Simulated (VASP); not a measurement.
Set up this calculation in VASP 6.6.1, as the native input.

```
Task                   : single point
Functional             : r2SCAN
Potentials or basis    : VASP PAW PBE potentials, release 64 (Ga_d, N_h)
Cutoff                 : 1460 eV
k mesh                 : 10 × 10 × 10
Occupations            : gaussian, width 0.05 eV
Spin                   : no spin polarisation
Dipole correction      : no
Further INCAR settings : ALGO = Normal; EDIFF = 1e-06; NBANDS = 16
```

Crystal: GaN.

```
Ga N
1.0
     0.00000    2.28267    2.24894
     2.28267    0.00000    2.24894
     2.28267    2.28267    0.00000
Ga N
1 1
Direct
  0.00000 0.00000 0.00000
  0.75000 0.75000 0.75000
```

This cell differs from its parent crystal: strain +0.015 along x and y, +0.000 along z.

One way to write it, as run:

POSCAR

```
GaN
1.0
    0.0000000000      2.2826708204      2.2489367689
    2.2826708204      0.0000000000      2.2489367689
    2.2826708204      2.2826708204      0.0000000000
Ga N
1 1
Direct
    0.0000000000      0.0000000000      0.0000000000
    0.7500000000      0.7500000000      0.7500000000
```

INCAR.step1

```
  PREC = Accurate
  ENCUT = 1460
  ISMEAR = 0
  SIGMA = 0.05
  LREAL = F
  LASPH = T
  NELM = 120
  NBANDS = 16
  GGA = PE
  ALGO = Normal
  EDIFF = 1E-5
  LWAVE = T
  LCHARG = F
  GGA_COMPAT = F
```

INCAR.step2

```
  PREC = Accurate
  ENCUT = 1460
  EDIFF = 1E-6
  ISMEAR = 0
  SIGMA = 0.05
  LREAL = F
  LASPH = T
  NELM = 120
  ALGO = Normal
  ISIF = 2
  LWAVE = F
  LCHARG = F
  METAGGA = R2SCAN
  LMIXTAU = T
  NBANDS = 16
  ISTART = 1
  GGA_COMPAT = F
```

KPOINTS

```
regular mesh
0
Gamma
  10 10 10
```

Potentials or basis: VASP PAW PBE potentials, release 64 (Ga_d, N_h).

Run with:

```console
$ cat potpaw_PBE.64/Ga_d/POTCAR potpaw_PBE.64/N_h/POTCAR > POTCAR
$ cp INCAR.step1 INCAR
$ mpirun -np 1 vasp_std > vasp.out
$ cp INCAR.step2 INCAR
$ mpirun -np 1 vasp_std > vasp.out
```

It gave:

| Property | Result |
| --- | --- |
| Pressure | -4.5 GPa |
| Band gap on the k mesh | 1.92 eV |

Caveat: the cell differs from its parent crystal (strain +0.015 along x and y, +0.000 along z); the cell stands under tension; the PAW data sets were made with another functional, which shifts forces and pressure a little.

It took 5.9 min on 1 thread of Intel(R) Xeon(R) Platinum 8375C CPU @ 2.90GHz (Ice Lake) (shared host), peak memory 0.4 GiB.
